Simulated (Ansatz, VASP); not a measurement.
Zn in VASP and in Ansatz

```
CELL_PARAMETERS angstrom
2.26817 -1.30849 0.00000
2.26817 1.30849 0.00000
-1.59172 0.00000 7.30041
ATOMIC_POSITIONS crystal
Zn 0.00000 0.00000 0.00000
Zn 0.22198 0.22198 0.66550
Zn 0.77802 0.77802 0.33450
```

Alike in both runs: task single point; functional PBE; k mesh 6 × 6 × 2; occupations gaussian, width 0.1 eV; no spin polarisation.

|  | VASP | Ansatz |
| --- | --- | --- |
| version | VASP 6.6.1 | Ansatz 0.2.0 |
| potentials or method | VASP PAW PBE potentials, release 64 (Zn), cutoff 520 eV | scalar-relativistic, plane waves, PAW |
| valence electrons in the cell | 36 | 36 |

```tsv
	VASP	Ansatz	Ansatz less VASP
gap on the k mesh at the Fermi level (eV)	none	none	-
pressure (GPa)	5.1	4.7	-0.41
traceless stress, the component that is largest in VASP (GPa)	-1.06	-1.04	+0.026
rms of the force components (eV/Å)	0.013	0.012	-0.0006
```

Atom by atom the forces differ by 0.001 eV/Å (rms over components). A gap of «none» marks a metal or a gap that the smearing closes. With one functional, cell and mesh, what is left measures potentials, basis and numerics.

The k mesh is coarse, so the values compare programs but aren't converged.
